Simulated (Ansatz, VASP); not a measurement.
**AgBr: VASP beside Ansatz**

INCAR

```
SYSTEM = AgBr
PREC = Accurate ; ENCUT = 400
EDIFF = 1E-8 ; ISMEAR = -1
SIGMA = 0.03 ; LREAL = .FALSE.
LASPH = .TRUE. ; NELM = 120
ALGO = Normal ; ISIF = 2
LWAVE = .FALSE. ; LCHARG = .FALSE.
GGA = PS ; LEFG = .TRUE.
NBANDS = 16 ; GGA_COMPAT = .FALSE.
```

The input KPOINTS:

```
regular mesh
0
G
  8 8 8
  0 0 0
```

The input POSCAR:

```
AgBr
1.0
    0.0000000000      2.1309686922      2.1309686922
    2.1309686922      0.0000000000      2.1309686922
    2.1309686922      2.1309686922      0.0000000000
Ag Br
1 1
Direct
    0.0000000000      0.0000000000      0.0000000000
    0.5000000000      0.5000000000      0.5000000000
```

Input for Ansatz:

```yaml
crystal:
  lattice:
    - [0.0, 2.1309686922, 2.1309686922]
    - [2.1309686922, 0.0, 2.1309686922]
    - [2.1309686922, 2.1309686922, 0.0]
  atoms:
    - { symbol: Ag, position: [0.0, 0.0, 0.0] }
    - { symbol: Br, position: [0.5, 0.5, 0.5] }
kpoints:
  mp_grid: { grid: [8, 8, 8] }
  band_path:
    path:
      - [0.0, 0.0, 0.0]
      - [0.5, 0.0, 0.5]
      - [0.625, 0.25, 0.625]
      - [0.375, 0.375, 0.75]
      - [0.0, 0.0, 0.0]
      - [0.5, 0.5, 0.5]
      - [0.5, 0.25, 0.75]
      - [0.5, 0.0, 0.5]
    npoints: 6
scf:
  occupations: { method: fermi_dirac, width: 0.03 }
hamiltonian:
  xc: pbesol
  pseudopotentials: { kind: paw }
output:
  forces: true
  stress: true
  eigenvalues: true
  efg: { contact_densities: true }
  populations: true
```

Change from the starting cell: volume scaled by 0.4, PAW files.

Alike in both runs: task electric field gradients; functional PBEsol; k mesh 8 × 8 × 8; occupations fermi-dirac, width 0.03 eV; no spin polarisation.

|  | VASP | Ansatz |
| --- | --- | --- |
| version | VASP 6.6.1 | Ansatz 0.2.0 |
| potentials or method | VASP PAW PBE potentials, release 64 (Ag, Br) | PAW with Ansatz's default frozen-core files, scalar-relativistic |
| plane-wave cutoff (eV) | 400 | 420 |
| valence electrons in the cell | 18 | 26 |

```csv
,VASP,Ansatz,Ansatz less VASP
pressure (GPa),412.1,410.6,-1.47
```

VASP's potentials were made for PBE, not for PBEsol. Both programs put the cell under a high pressure, so it lies far from rest at this level. VASP's potentials hold 18 valence electrons a cell and Ansatz's 26, so a difference there can come from the potentials and not from the codes.

Noted on VASP's run: the cell as given lies far from equilibrium.
